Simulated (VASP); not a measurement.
# BaTiO3 in VASP: further runs, part 2 of 2

VASP 6.6.1. The steps go on from the part before.

## Step 4: Single point, PBEsol

This run uses another cell than the first one, of 12.25 Å³/atom.

Input file INCAR:

```
SYSTEM = BaTiO3
PREC = Accurate
ENCUT = 520
EDIFF = 1E-7
ISMEAR = 0
SIGMA = 0.01
LREAL = .FALSE.
LASPH = .TRUE.
NELM = 100
ALGO = Normal
ISIF = 2
LWAVE = .FALSE.
LCHARG = .FALSE.
GGA = PS
NBANDS = 28
```

Input file KPOINTS:

```
Automatic mesh
0
G
  6 6 6
  0 0 0
```

Input file POSCAR:

```
BaTiO3
1.0
    2.7860501040      1.6085267775      2.2775878079
   -2.7860501040      1.6085267775      2.2775878079
    0.0000000000     -3.2170535550      2.2775878079
Ba Ti O
1 1 3
Direct
    0.0002468753      0.0002468753      0.0002468753
    0.4927193027      0.4927193027      0.4927193027
    0.5078037554      0.5078037554      0.0106263112
    0.0106263112      0.5078037554      0.5078037554
    0.5078037554      0.0106263112      0.5078037554
```

Potentials or basis: VASP PAW PBE potentials, release 64 (Ba_sv, Ti_sv, O).

Launch:

```bash
$ cat potpaw_PBE.64/Ba_sv/POTCAR potpaw_PBE.64/Ti_sv/POTCAR potpaw_PBE.64/O/POTCAR > POTCAR
$ mpirun -np 1 vasp_std > vasp.out
```

OUTCAR:

```text
SYSTEM = BaTiO3
   PREC = Accurate
   ENCUT = 520
   EDIFF = 1E-7
   ISMEAR = 0
   LREAL = .FALSE.
   LASPH = .TRUE.
   NELM = 100
   ISIF = 2
   GGA = PS

 ion  position               nearest neighbor table
   1  0.000  0.000  0.000-   3 2.75   4 2.75   5 2.75   4 2.79   5 2.79   5 2.79   4 2.79   3 2.79
                             3 2.79   3 2.83   4 2.83   5 2.83   2 3.36   2 3.40   2 3.40   2 3.40
   2  0.493  0.493  0.493-   3 1.90   4 1.90   5 1.90   3 2.04   4 2.04   5 2.04   1 3.36   1 3.40
                             1 3.40   1 3.40   1 3.43   1 3.43   1 3.43   1 3.47
   3  0.508  0.508  0.011-   2 1.90   2 2.04   1 2.75   1 2.79   1 2.79   1 2.83
   4  0.011  0.508  0.508-   2 1.90   2 2.04   1 2.75   1 2.79   1 2.79   1 2.83
   5  0.508  0.011  0.508-   2 1.90   2 2.04   1 2.75   1 2.79   1 2.79   1 2.83

  LATTYP: Found a trigonal (rhomboedric) cell.
 ALAT       =     3.9416798194
 COS(alpha) =     0.0008167320

  Lattice vectors:

 A1 = (   2.7860501040,   1.6085267775,   2.2775878079)
 A2 = (  -2.7860501040,   1.6085267775,   2.2775878079)
 A3 = (   0.0000000000,  -3.2170535550,   2.2775878079)

Analysis of symmetry for initial positions (statically):
=====================================================================
 Subroutine PRICEL returns:
 Original cell was already a primitive cell.

 Routine SETGRP: Setting up the symmetry group for a
 trigonal (rhombohedral) supercell.

 Subroutine GETGRP returns: Found  6 space group operations
 (whereof  6 operations were pure point group operations)
 out of a pool of 12 trial point group operations.

The static configuration has the point symmetry C_3v.

Analysis of symmetry for dynamics (positions and initial velocities):
=====================================================================
 Subroutine PRICEL returns:
 Original cell was already a primitive cell.

 Routine SETGRP: Setting up the symmetry group for a
 trigonal (rhombohedral) supercell.

 Subroutine GETGRP returns: Found  6 space group operations
 (whereof  6 operations were pure point group operations)
 out of a pool of 12 trial point group operations.

The dynamic configuration has the point symmetry C_3v.

 Subroutine INISYM returns: Found  6 space group operations
 (whereof  6 operations are pure point group operations),
 and found     1 'primitive' translations

----------------------------------------------------------------------------------------

                                     Primitive cell

  volume of cell :      61.2412

  direct lattice vectors                    reciprocal lattice vectors
     2.786050104  1.608526778  2.277587808     0.179465545  0.103614481  0.146353670
    -2.786050104  1.608526778  2.277587808    -0.179465545  0.103614481  0.146353670
     0.000000000 -3.217053555  2.277587808     0.000000000 -0.207228961  0.146353670

  length of vectors
     3.941679819  3.941679819  3.941679819     0.253699111  0.253699111  0.253699111

  position of ions in fractional coordinates (direct lattice)
     0.000246875  0.000246875  0.000246875
     0.492719303  0.492719303  0.492719303
     0.507803755  0.507803755  0.010626311
     0.010626311  0.507803755  0.507803755
     0.507803755  0.010626311  0.507803755

  ion indices of the primitive-cell ions
   primitive index   ion index
[... 25 lines left out ...]
     0.000000000  0.000000000  0.000000000

 Subroutine IBZKPT returns following result:
 ===========================================

 Found     32 irreducible k-points:

 Following reciprocal coordinates:
            Coordinates               Weight
  0.000000  0.000000  0.000000      1.000000
  0.166667  0.000000  0.000000      6.000000
  0.333333  0.000000  0.000000      6.000000
  0.500000 -0.000000  0.000000      3.000000
  0.166667  0.166667  0.000000      6.000000
  0.333333  0.166667  0.000000     12.000000
[... 16 lines left out ...]
  0.500000  0.500000  0.166667      6.000000
 -0.333333  0.500000  0.166667     12.000000
 [... further k-points ...]
   k-points           NKPTS =     32   k-points in BZ     NKDIM =     32   number of bands    NBANDS=     28
   number of dos      NEDOS =    301   number of ions     NIONS =      5
   total plane-waves  NPLWV =  27000
   dimension x,y,z NGX =    30 NGY =   30 NGZ =   30
   dimension x,y,z NGXF=    60 NGYF=   60 NGZF=   60
   ions per type =               1   1   3
   NGX,Y,Z   is equivalent  to a cutoff of  12.65, 12.65, 12.65 a.u.
   NGXF,Y,Z  is equivalent  to a cutoff of  25.31, 25.31, 25.31 a.u.
 SYSTEM =  BaTiO3
   PREC   = accura    normal or accurate (medium, high low for compatibility)
   ISTART =      0    job   : 0-new  1-cont  2-samecut
   ICHARG =      2    charge: 1-file 2-atom 10-const
   ISPIN  =      1    spin polarized calculation?
   LNONCOLLINEAR =      F non collinear calculations
   LSORBIT =      F    spin-orbit coupling
   LASPH  =      T    aspherical Exc in radial PAW
   ENCUT  =  520.0 eV  38.22 Ry    6.18 a.u.   7.33  7.33  7.33*2*pi/ulx,y,z
   NELM   =    100;   NELMIN=  2; NELMDL= -5     # of ELM steps
   EDIFF  = 0.1E-06   stopping-criterion for ELM
   LREAL  =      F    real-space projection
   EDIFFG = 0.1E-05   stopping-criterion for IOM
   NSW    =      0    number of steps for IOM
   IBRION =     -1    ionic relax: 0-MD 1-quasi-New 2-CG
   NFREE  =      0    steps in history (QN), initial steepest desc. (CG)
   ISIF   =      2    stress and relaxation
   ISYM   =      2    0-nonsym 1-usesym 2-fastsym
   POTIM  = 0.5000    time-step for ionic-motion
   TEBEG  =    0.0;   TEEND  =   0.0 temperature during run
   PSTRESS=    0.0 pullay stress
   NELECT =      40.0000    total number of electrons
   NUPDOWN=      -1.0000    fix difference up-down
   EMIN   =  10.00;   EMAX   =-10.00  energy-range for DOS
   EFERMI =   0.00;   METHOD = LEGACY
   ISMEAR =     0;   SIGMA  =   0.01  broadening in eV -4-tet -1-fermi 0-gaus
   EFERMI_NEDOS =   21; number of points for ismear=-14 and -15
   IALGO  =     38    algorithm
   IMIX   =      4    mixing-type and parameters
     AMIX     =   0.40;   BMIX     =  1.00
     AMIX_MAG =   1.60;   BMIX_MAG =  1.00
  volume/ion in A,a.u.               =      12.25        82.66
  Fermi-wavevector in a.u.,A,eV,Ry     =   1.420410  2.684185 27.450621  2.017564
  Thomas-Fermi vector in A             =   2.541328
   LORBIT       =      0    0 simple, 1 ext, 2 COOP (PROOUT), +10 PAW based schemes
   GGA     = PS    functional components
   LHFCALC =     F    Hartree Fock is set to
   AEXX    =    0.0000 exact exchange contribution
   IVDW    =     0    specifies the selected vdW correction
   LEPSILON=     F    determine dielectric tensor
   LRPA    =     F    only Hartree local field effects (RPA)
 non-spin polarized calculation
 Gauss-broadening in eV      SIGMA  =   0.01
  energy-cutoff  :      520.00
  volume of cell :       61.24
 maximum number of plane-waves:      1667
 NGX is ok and might be reduce to    30
   NGX = 15   NGY = 15   NGZ = 15

 number of electron      40.0000009 magnetization

 Free energy of the ion-electron system (eV)
  ---------------------------------------------------
  ext. energy  EPLUGINS =         0.00000000
  ---------------------------------------------------
  free energy    TOTEN  =       -41.94371567 eV

  energy without entropy =      -41.94371567  energy(sigma->0) =      -41.94371567

 E-fermi :   4.2448     XC(G=0): -11.7565

 val. band max:        4.0329015888   @ k =   0.5000   0.5000   0.5000
 cond. band min:       6.0512903489   @ k =   0.0000   0.0000   0.0000
 fundamental gap:      2.0183887601
 Fermi energy:         4.2447836195

 k-point     1 :       0.0000    0.0000    0.0000
  band No.  band energies     occupation
      1     -52.0268      2.00000
      2     -28.3954      2.00000
      3     -28.3954      2.00000
      4     -28.3915      2.00000
      5     -20.6248      2.00000
      6     -12.8604      2.00000
[... 733 lines left out ...]
     27      12.3983      0.00000
     28      12.8980      0.00000

 [... further k-points ...]
[... 5 lines left out ...]
  --------------------------------------------------------------------------------------
  -------------------------------------------------------------------------------------
  Total        2.7596131      2.7596131      2.7496547      0.0000000      0.0000000      0.0000000
  in kB       72.1963395     72.1963395     71.9358110      0.0000000      0.0000000      0.0000000
  external PRESSURE =      72.1094967 kB  Pullay stress =       0.0000000 kB

 VOLUME and BASIS-vectors are now :
 -----------------------------------------------------------------------------
  energy-cutoff  :      520.00
  volume of cell :       61.24
      direct lattice vectors                 reciprocal lattice vectors
     2.786050104  1.608526778  2.277587808     0.179465545  0.103614481  0.146353670
    -2.786050104  1.608526778  2.277587808    -0.179465545  0.103614481  0.146353670
     0.000000000 -3.217053555  2.277587808     0.000000000 -0.207228961  0.146353670

 POSITION                                       TOTAL-FORCE (eV/Angst)
 -----------------------------------------------------------------------------------
      0.00000      0.00000      0.00169         0.000000     -0.000000      0.025873
      0.00000      0.00000      3.36663         0.000000     -0.000000      0.034314
      0.00000      1.59945      2.33734         0.000000      0.008035     -0.020062
     -1.38516     -0.79972      2.33734        -0.006959     -0.004018     -0.020062
      1.38516     -0.79972      2.33734         0.006959     -0.004018     -0.020062
 -----------------------------------------------------------------------------------
    total drift:                                0.000000      0.000003     -0.000266

  FREE ENERGIE OF THE ION-ELECTRON SYSTEM (eV)
  ---------------------------------------------------
  free  energy   TOTEN  =       -41.9437156668 eV

  energy  without entropy=      -41.9437156668  energy(sigma->0) =      -41.94371567
```

OSZICAR:

```text
N       E                     dE             d eps       ncg     rms          rms(c)
DAV:   1     0.440955571844E+03    0.44096E+03   -0.21005E+04  1792   0.156E+03
DAV:   2    -0.534772840560E+01   -0.44630E+03   -0.42303E+03  2064   0.434E+02
DAV:   3    -0.496914556101E+02   -0.44344E+02   -0.43910E+02  2464   0.135E+02
DAV:   4    -0.519198317414E+02   -0.22284E+01   -0.22235E+01  2692   0.255E+01
DAV:   5    -0.519738418357E+02   -0.54010E-01   -0.53993E-01  2424   0.333E+00    0.241E+01
DAV:   6    -0.420886595254E+02    0.98852E+01   -0.50347E+01  2512   0.676E+01    0.989E+00
DAV:   7    -0.420708575079E+02    0.17802E-01   -0.84793E+00  2380   0.212E+01    0.728E+00
DAV:   8    -0.419403018630E+02    0.13056E+00   -0.89815E-01  2156   0.911E+00    0.257E+00
DAV:   9    -0.419587831079E+02   -0.18481E-01   -0.18833E-01  2232   0.275E+00    0.110E+00
DAV:  10    -0.419454044377E+02    0.13379E-01   -0.91163E-02  2252   0.268E+00    0.383E-01
DAV:  11    -0.419439074659E+02    0.14970E-02   -0.10935E-02  2732   0.745E-01    0.106E-01
DAV:  12    -0.419438648689E+02    0.42597E-04   -0.27843E-03  2268   0.512E-01    0.121E-01
DAV:  13    -0.419437148716E+02    0.15000E-03   -0.43833E-04  2484   0.169E-01    0.161E-02
DAV:  14    -0.419437202229E+02   -0.53513E-05   -0.43097E-05  2112   0.543E-02    0.272E-02
DAV:  15    -0.419437184666E+02    0.17563E-05   -0.34194E-06  2104   0.175E-02    0.123E-02
DAV:  16    -0.419437156272E+02    0.28395E-05   -0.86712E-06  2764   0.236E-02    0.338E-03
DAV:  17    -0.419437156668E+02   -0.39619E-07   -0.37682E-07  2056   0.462E-03
   1 F= -.41943716E+02 E0= -.41943716E+02  d E =0.000000E+00
```

Wall time 54 s (1 thread of Intel Xeon Platinum 8488C (Sapphire Rapids), shared host); peak memory 0.2 GiB.

Results:

```
Free energy            : -41.9437 eV
Pressure               : 7.2 GPa
Largest force          : 0.034 eV/Å
Band gap on the k mesh : 2.02 eV (least direct gap 2.21 eV)
```

Forces on the atoms (eV/Å):
```
Ba   0.000  0.000  0.026
Ti   0.000  0.000  0.034
O    0.000  0.008 -0.020
O   -0.007 -0.004 -0.020
O    0.007 -0.004 -0.020
```

Levels at points of the mesh, in eV from the valence-band top:
| k point | band 18 | band 19 | band 20 | band 21 | band 22 | band 23 |
| --- | --- | --- | --- | --- | --- | --- |
| (0.00, 0.00, 0.00) | -0.27 | -0.20 | -0.20 | 2.02 | 2.02 | 2.10 |
| (0.50, 0.00, 0.00) | -1.81 | -0.82 | -0.76 | 2.22 | 3.82 | 3.86 |
| (0.50, 0.50, 0.00) | -0.85 | -0.84 | -0.10 | 3.85 | 3.86 | 4.25 |
| (0.50, 0.50, 0.50) | -0.01 | -0.01 | 0.00 | 4.51 | 4.56 | 4.56 |

Caveat: the cell stands under pressure; the PAW data sets were made with another functional, which shifts forces and pressure a little; spin-orbit coupling is left out, which moves the levels of the heavy elements.

## Step 5: The runs side by side

| cell | gap on the mesh (eV) | pressure (GPa) | largest force (eV/Å) |
| --- | --- | --- | --- |
| a = 3.852 Å, 5 atoms, atomic positions A | 1.91 | 22.8 | - |
| a = 3.905 Å, 5 atoms, atomic positions B | 1.85 | 12.4 | 0.01 |
| a = 3.942 Å, 5 atoms, atomic positions C | 2.02 | 7.2 | 0.03 |

Alike in all rows: task single point; level PBEsol; potentials or basis VASP PAW PBE potentials, release 64 (Ba_sv, Ti_sv, O); no spin polarisation; k mesh 6 × 6 × 6; cutoff (eV) 520; smearing gaussian 0.01 eV.

Caveats: the cell stands under pressure; the PAW data sets were made with another functional, which shifts forces and pressure a little; spin-orbit coupling is left out, which moves the levels of the heavy elements.

Total energies depend on the potentials used, so only differences within one code and one set of settings carry meaning.
